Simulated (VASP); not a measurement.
La2O3:

```
CELL_PARAMETERS angstrom
3.93078 0.00000 0.00000
-1.96539 3.40415 0.00000
0.00000 0.00000 6.11195
ATOMIC_POSITIONS crystal
La 0.66667 0.33333 0.75376
La 0.33333 0.66667 0.24624
O 0.66667 0.33333 0.35411
O 0.33333 0.66667 0.64589
O 0.00000 0.00000 0.00000
```

Base run:

```yaml
Program: VASP 6.6.1
Functional: PBEsol
Potentials_or_basis: VASP PAW PBE potentials, release 64 (La, O)
Cutoff: 520 eV
k_mesh: 6 × 6 × 4
Occupations: gaussian, width 0.01 eV
Spin: no spin polarisation
```

Its results: band gap on the k mesh 3.78 eV (least direct gap 3.88 eV); pressure -3.2 GPa; largest force 0.101 eV/Å.

**Question.** After a change of settings the same cell gave: band gap on the k mesh 3.92 eV (least direct gap 4.09 eV); pressure 4.7 GPa; largest force 0.040 eV/Å. Which change was it?
A. functional from PBEsol to revPBE
B. functional from PBEsol to PBE; further incar settings from ALGO = Normal; EDIFF = 1e-06; NBANDS = 28 to ALGO = Normal; EDIFF = 1e-07; NBANDS = 28
C. functional from PBEsol to RPBE
D. functional from PBEsol to BLYP; further incar settings from ALGO = Normal; EDIFF = 1e-06; NBANDS = 28 to ALGO = Normal; EDIFF = 1e-07; NBANDS = 28

**Answer.** C.

RPBE binds less tightly than PBEsol, so the same cell stands under more pressure.

Caveats: the PAW data sets were made with another functional, which shifts forces and pressure a little; spin-orbit coupling is left out, which moves the levels of the heavy elements; the cell stands under tension (at least some runs); the cell stands under pressure (at least some runs).
